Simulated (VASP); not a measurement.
Runs of VASP 6.6.1 on Ir. The structure is that of space group P6/mmm (No. 191), or close to it. The cells are those of the table. 

| task | potentials or basis | cell | cutoff (eV) | second run | k mesh for the DOS | occupations for the DOS | gap on the mesh (eV) | pressure (GPa) |
| --- | --- | --- | --- | --- | --- | --- | --- | --- |
| single point | VASP PAW PBE potentials, release 64 (Ir) | a = 2.591, b = 2.591, c = 2.513 Å, angles 90.0, 90.0, 120.0°, 1 atom | 520 | - | - | - | none | (b) |
| relaxation of shape and atoms at fixed volume | VASP PAW PBE potentials, release 64 (Ir) | relaxed from a = 2.337, b = 2.337, c = 2.284 Å, angles 90.0, 90.0, 120.0°, 1 atom | 600 | - | - | - | none | 280.9 |
| single point | VASP PAW PBE potentials, release 64 (Ir_sv_GW) | a = 2.591, b = 2.591, c = 2.513 Å, angles 90.0, 90.0, 120.0°, 1 atom | 500 | valence_matched | - | - | none | (a) |
| relaxation of shape and atoms at fixed volume | VASP PAW PBE potentials, release 64 (Ir) | relaxed from a = 2.425, b = 2.425, c = 2.370 Å, angles 90.0, 90.0, 120.0°, 1 atom | 600 | - | - | - | none | 154.3 |
| single point | VASP PAW PBE potentials, release 64 (Ir) | a = 2.440, b = 2.440, c = 2.342 Å, angles 90.0, 90.0, 120.0°, 1 atom | 520 | - | - | - | none | 154.3 |
| relaxation of shape and atoms at fixed volume | VASP PAW PBE potentials, release 64 (Ir) | relaxed from a = 2.241, b = 2.241, c = 2.191 Å, angles 90.0, 90.0, 120.0°, 1 atom | 600 | - | - | - | none | 492.9 |
| single point | VASP PAW PBE potentials, release 64 (Ir) | a = 2.657, b = 2.657, c = 2.597 Å, angles 90.0, 90.0, 120.0°, 1 atom | 520 | - | - | - | none | 0.2 |
| relaxation of shape and atoms at fixed volume | VASP PAW PBE potentials, release 64 (Ir) | relaxed from a = 2.507, b = 2.507, c = 2.451 Å, angles 90.0, 90.0, 120.0°, 1 atom | 600 | - | - | - | none | 77.1 |
| single point | VASP PAW PBE potentials, release 64 (Ir_sv_GW) | a = 2.519, b = 2.519, c = 2.429 Å, angles 90.0, 90.0, 120.0°, 1 atom | 500 | valence_matched | - | - | none | 72.4 |
| single point | VASP PAW PBE potentials, release 64 (Ir_sv_GW) | a = 2.261, b = 2.261, c = 2.153 Å, angles 90.0, 90.0, 120.0°, 1 atom | 500 | valence_matched | - | - | none | 491.3 |

Alike in all rows: level PBE; no spin polarisation; k mesh 16 × 16 × 15; smearing fermi-dirac 0.05 eV.

Estimate the missing entries.

(a) 25.7; (b) 29.5.

Caveats: spin-orbit coupling is left out, which moves the levels of the heavy elements.

A k mesh can miss the band edges, and the runs leave out spin-orbit coupling on Ir.

A gap of «none» marks levels without a gap at the run's occupations.

The runs don't all hold the same shells in valence.
